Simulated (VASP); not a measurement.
Input of a VASP 6.6.1 run:

The input INCAR:

```
  PREC = Accurate
  ENCUT = 520
  EDIFF = 1E-6
  ISMEAR = -1
  SIGMA = 0.1
  LREAL = F
  LASPH = T
  NELM = 80
  ALGO = Normal
  ISIF = 2
  LWAVE = F
  LCHARG = F
  GGA = RP
  NBANDS = 32
```

The input KPOINTS:

```
Automatic mesh
0
Gamma
  12 12 3
```

File POSCAR:

```
Cd
1.0
    3.2500025747      0.0000000000      0.0000000000
   -1.6250012873      2.8145847921      0.0000000000
    0.0000000000      0.0000000000     10.6494324874
Cd
4
Direct
    0.0000000000      0.0000000000      0.0000000000
    0.0000000000      0.0000000000      0.5000000000
    0.3333333333      0.6666666667      0.2500000000
    0.6666666667      0.3333333333      0.7500000000
```

Potentials or basis: VASP PAW PBE potentials, release 64 (Cd).

Launch:

```sh
$ cat potpaw_PBE.64/Cd/POTCAR > POTCAR
$ mpirun -np 1 vasp_std > vasp.out
```

Predict the pressure.

0.1 GPa.

Estimate the band gap on the k mesh.

zero (bands 24 and 25 overlap by 2.81 eV).

Caveat: the PAW data sets were made with another functional, which shifts forces and pressure a little.
